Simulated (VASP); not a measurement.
# LiAu2 (I4/mmm) in VASP: single point with PBE

Aim: the single point of LiAu2 with PBE.

All numbers are computed with VASP 6.6.1; they aren't measurements. Logs are shortened: lines on timing, memory, paths and dates and some standing lists are left out, and cuts for length are marked.

## 1. The cell of the first run

The structure is tetragonal, space group I4/mmm (No. 139). The conventional cell has a = 3.298 Å, b = 3.298 Å, c = 9.067 Å, α = 90.00°, β = 90.00°, γ = 90.00°. Within 3.6 Å of Li (site symmetry 4/mmm) lie 10 Au at 2.73 to 3.12 Å and 4 Li at 3.30 Å. Au (site symmetry 4mm) has 5 Li at 2.73 to 3.12 Å and 9 Au at 2.82 to 3.30 Å within 3.6 Å.

## 2. Single point, PBE

INCAR reads:

```
SYSTEM = LiAu2
PREC = Accurate ; ENCUT = 520
EDIFF = 1E-6 ; ISMEAR = 0
SIGMA = 0.1 ; LREAL = .FALSE.
LASPH = .TRUE. ; NELM = 80
ALGO = Fast ; ISIF = 2
LWAVE = .FALSE. ; LCHARG = .FALSE.
GGA = PE ; NBANDS = 20
```

KPOINTS reads:

```
regular mesh
0
G
  8 8 8
  0 0 0
```

POSCAR reads:

```
LiAu2
1.0
   -1.6491283599      1.6491283599      4.5335121577
    1.6491283599     -1.6491283599      4.5335121577
    1.6491283599      1.6491283599     -4.5335121577
Li Au
1 2
Direct
    0.0000000000      0.0000000000      0.0000000000
    0.3445359544      0.3445359544      0.0000000000
    0.6554640456      0.6554640456      0.0000000000
```

Potentials or basis: VASP PAW PBE potentials, release 64 (Li_sv, Au).

Launch:

```
> cat potpaw_PBE.64/Li_sv/POTCAR potpaw_PBE.64/Au/POTCAR > POTCAR
> mpirun -np 1 vasp_std > vasp.out
```

OUTCAR:

```text
SYSTEM = LiAu2
   PREC = Accurate
   ENCUT = 520
   EDIFF = 1E-6
   ISMEAR = 0
   LREAL = .FALSE.
   LASPH = .TRUE.
   NELM = 80
   ISIF = 2
   GGA = PE

 ion  position               nearest neighbor table
   1  0.000  0.000  0.000-   3 2.73   2 2.73   3 2.73   2 2.73   3 2.73   2 2.73   2 2.73   3 2.73

   2  0.345  0.345  0.000-   1 2.73   1 2.73   1 2.73   1 2.73   3 2.82   3 2.89   3 2.89   3 2.89
                             3 2.89
   3  0.655  0.655  0.000-   1 2.73   1 2.73   1 2.73   1 2.73   2 2.82   2 2.89   2 2.89   2 2.89
                             2 2.89

  LATTYP: Found a body centered tetragonal cell.
 ALAT       =     3.2982567198
 C/A-ratio  =     2.7490353498

  Lattice vectors:

 A1 = (  -1.6491283599,   1.6491283599,   4.5335121577)
 A2 = (   1.6491283599,  -1.6491283599,   4.5335121577)
 A3 = (   1.6491283599,   1.6491283599,  -4.5335121577)

Analysis of symmetry for initial positions (statically):
=====================================================================
 Subroutine PRICEL returns:
 Original cell was already a primitive cell.

 Routine SETGRP: Setting up the symmetry group for a
 body centered tetragonal supercell.

 Subroutine GETGRP returns: Found 16 space group operations
 (whereof 16 operations were pure point group operations)
 out of a pool of 16 trial point group operations.

The static configuration has the point symmetry D_4h.

Analysis of symmetry for dynamics (positions and initial velocities):
=====================================================================
 Subroutine PRICEL returns:
 Original cell was already a primitive cell.

 Routine SETGRP: Setting up the symmetry group for a
 body centered tetragonal supercell.

 Subroutine GETGRP returns: Found 16 space group operations
 (whereof 16 operations were pure point group operations)
 out of a pool of 16 trial point group operations.

The dynamic configuration has the point symmetry D_4h.

 Subroutine INISYM returns: Found 16 space group operations
 (whereof 16 operations are pure point group operations),
 and found     1 'primitive' translations

----------------------------------------------------------------------------------------

                                     Primitive cell

  volume of cell :      49.3178

[... 86 lines left out ...]
   LSORBIT =      F    spin-orbit coupling
   LASPH  =      T    aspherical Exc in radial PAW
   ENCUT  =  520.0 eV  38.22 Ry    6.18 a.u.   9.48  9.48  9.48*2*pi/ulx,y,z
   NELM   =     80;   NELMIN=  2; NELMDL= -5     # of ELM steps
   EDIFF  = 0.1E-05   stopping-criterion for ELM
   LREAL  =      F    real-space projection
   EDIFFG = 0.1E-04   stopping-criterion for IOM
   NSW    =      0    number of steps for IOM
   IBRION =     -1    ionic relax: 0-MD 1-quasi-New 2-CG
   NFREE  =      0    steps in history (QN), initial steepest desc. (CG)
   ISIF   =      2    stress and relaxation
   ISYM   =      2    0-nonsym 1-usesym 2-fastsym
   POTIM  = 0.5000    time-step for ionic-motion
   TEBEG  =    0.0;   TEEND  =   0.0 temperature during run
   PSTRESS=    0.0 pullay stress
   NELECT =      25.0000    total number of electrons
   NUPDOWN=      -1.0000    fix difference up-down
   EMIN   =  10.00;   EMAX   =-10.00  energy-range for DOS
   EFERMI =   0.00;   METHOD = LEGACY
   ISMEAR =     0;   SIGMA  =   0.10  broadening in eV -4-tet -1-fermi 0-gaus
   EFERMI_NEDOS =   21; number of points for ismear=-14 and -15
   IALGO  =     68    algorithm
   IMIX   =      4    mixing-type and parameters
     AMIX     =   0.40;   BMIX     =  1.00
     AMIX_MAG =   1.60;   BMIX_MAG =  1.00
  volume/ion in A,a.u.               =      16.44       110.94
  Fermi-wavevector in a.u.,A,eV,Ry     =   1.305330  2.466716 23.182777  1.703886
  Thomas-Fermi vector in A             =   2.436206
   LORBIT       =      0    0 simple, 1 ext, 2 COOP (PROOUT), +10 PAW based schemes
   GGA     = PE    functional components
   LHFCALC =     F    Hartree Fock is set to
   AEXX    =    0.0000 exact exchange contribution
   IVDW    =     0    specifies the selected vdW correction
   LEPSILON=     F    determine dielectric tensor
   LRPA    =     F    only Hartree local field effects (RPA)
 non-spin polarized calculation
 RMM-DIIS sequential band-by-band and
 Gauss-broadening in eV      SIGMA  =   0.10
  energy-cutoff  :      520.00
  volume of cell :       49.32
 maximum number of plane-waves:      1344
 NGX is ok and might be reduce to    40
   NGX = 19   NGY = 19   NGZ = 19

 number of electron      25.0000002 magnetization

 Free energy of the ion-electron system (eV)
  ---------------------------------------------------
  ext. energy  EPLUGINS =         0.00000000
  ---------------------------------------------------
  free energy    TOTEN  =        -9.48256772 eV

  energy without entropy =       -9.47883753  energy(sigma->0) =       -9.48070262

 E-fermi :   6.5589     XC(G=0): -11.2259

 val. band max:        6.5581576482   @ k =   0.5000   0.2500  -0.0000
 cond. band min:       6.5608296324   @ k =   0.5000   0.5000   0.1250
 fundamental gap:      0.0026719842
 Fermi energy:         6.5589185563

 k-point     1 :       0.0000    0.0000    0.0000
  band No.  band energies     occupation
      1     -38.8720      2.00000
      2      -1.4296      2.00000
      3       1.3153      2.00000
      4       1.3362      2.00000
      5       2.4270      2.00000
      6       2.6665      2.00000
[... 541 lines left out ...]
     19      17.1910      0.00000
     20      17.3049      0.00000

 [... further k-points ...]

------------------------ aborting loop because EDIFF is reached ----------------------------------------

  FORCE on cell =-STRESS in cart. coord.  units (eV):
  Direction    XX          YY          ZZ          XY          YZ          ZX
  --------------------------------------------------------------------------------------
  -------------------------------------------------------------------------------------
  Total       -0.0235469     -0.0235469      0.0276975      0.0000000      0.0000000      0.0000000
  in kB       -0.7649646     -0.7649646      0.8998043      0.0000000      0.0000000      0.0000000
  external PRESSURE =      -0.2100416 kB  Pullay stress =       0.0000000 kB

 VOLUME and BASIS-vectors are now :
 -----------------------------------------------------------------------------
  energy-cutoff  :      520.00
  volume of cell :       49.32
      direct lattice vectors                 reciprocal lattice vectors
    -1.649128360  1.649128360  4.533512158     0.000000000  0.303190468  0.110289767
     1.649128360 -1.649128360  4.533512158     0.303190468  0.000000000  0.110289767
     1.649128360  1.649128360 -4.533512158     0.303190468  0.303190468  0.000000000

 POSITION                                       TOTAL-FORCE (eV/Angst)
 -----------------------------------------------------------------------------------
      0.00000      0.00000      0.00000        -0.000000     -0.000000      0.000000
      0.00000      0.00000      3.12392         0.000000      0.000000     -0.022459
      0.00000      0.00000      5.94311        -0.000000     -0.000000      0.022459
 -----------------------------------------------------------------------------------
    total drift:                               -0.000000     -0.000000      0.000000

  FREE ENERGIE OF THE ION-ELECTRON SYSTEM (eV)
  ---------------------------------------------------
  free  energy   TOTEN  =        -9.4825677187 eV

  energy  without entropy=       -9.4788375255  energy(sigma->0) =       -9.48070262
```

OSZICAR:

```text
N       E                     dE             d eps       ncg     rms          rms(c)
DAV:   1     0.131627639274E+03    0.13163E+03   -0.11662E+04  2360   0.119E+03
DAV:   2    -0.684549320229E+01   -0.13847E+03   -0.13250E+03  2572   0.258E+02
DAV:   3    -0.105827952223E+02   -0.37373E+01   -0.36961E+01  3336   0.386E+01
DAV:   4    -0.106537280744E+02   -0.70933E-01   -0.70825E-01  2812   0.521E+00
DAV:   5    -0.106552466363E+02   -0.15186E-02   -0.15185E-02  2996   0.707E-01    0.855E+00
RMM:   6    -0.950780642500E+01    0.11474E+01   -0.25280E+00  2591   0.999E+00    0.549E+00
RMM:   7    -0.949238904364E+01    0.15417E-01   -0.12697E-01  2975   0.215E+00    0.326E+00
RMM:   8    -0.948245961203E+01    0.99294E-02   -0.11696E-02  3180   0.797E-01    0.133E-01
RMM:   9    -0.948236625878E+01    0.93353E-04   -0.35601E-03  3363   0.374E-01    0.709E-02
RMM:  10    -0.948248031902E+01   -0.11406E-03   -0.10655E-03  3526   0.181E-01    0.396E-02
RMM:  11    -0.948253031523E+01   -0.49996E-04   -0.41764E-04  3598   0.106E-01    0.226E-02
RMM:  12    -0.948255241524E+01   -0.22100E-04   -0.16680E-04  3524   0.673E-02    0.113E-02
RMM:  13    -0.948256146877E+01   -0.90535E-05   -0.66913E-05  3283   0.405E-02    0.102E-02
RMM:  14    -0.948256579006E+01   -0.43213E-05   -0.27345E-05  2992   0.254E-02    0.712E-03
RMM:  15    -0.948256700870E+01   -0.12186E-05   -0.11537E-05  2802   0.178E-02    0.208E-03
RMM:  16    -0.948256771868E+01   -0.70999E-06   -0.41508E-06  2437   0.109E-02
   1 F= -.94825677E+01 E0= -.94807026E+01  d E =-.373019E-02
```

stdout:

```text
POSCAR found type information on POSCAR LiAu
 POSCAR found :  2 types and       3 ions
 scaLAPACK will be used
 LDA part: xc-table for (Slater+PW92), standard interpolation
 POSCAR, INCAR and KPOINTS ok, starting setup
 FFT: planning ... GRIDC
 FFT: planning ... GRID_SOFT
 FFT: planning ... GRID
 WAVECAR not read
 entering main loop
WARNING in EDDRMM: call to ZHEGV failed, returncode =   6  3      8
```

It took 3.6 min on 1 thread of Oxide Virtual Turin-like, shared host; peak memory 0.23 GiB.

What came out:

* Free energy: -9.4826 eV
* Largest force: 0.022 eV/Å
* Band gap on the k mesh: zero (an odd number of electrons rules out a gap without spin polarisation)

Forces in eV/Å, atoms in the order of the input:
```
Li   0.000  0.000  0.000
Au   0.000  0.000 -0.022
Au   0.000  0.000  0.022
```

Caveat: the cutoff is under 1.25 times the usual one of these potentials, so pressure, stress and relaxed cells hold a basis-set (Pulay) error; spin-orbit coupling is left out, which moves the levels of the heavy elements.
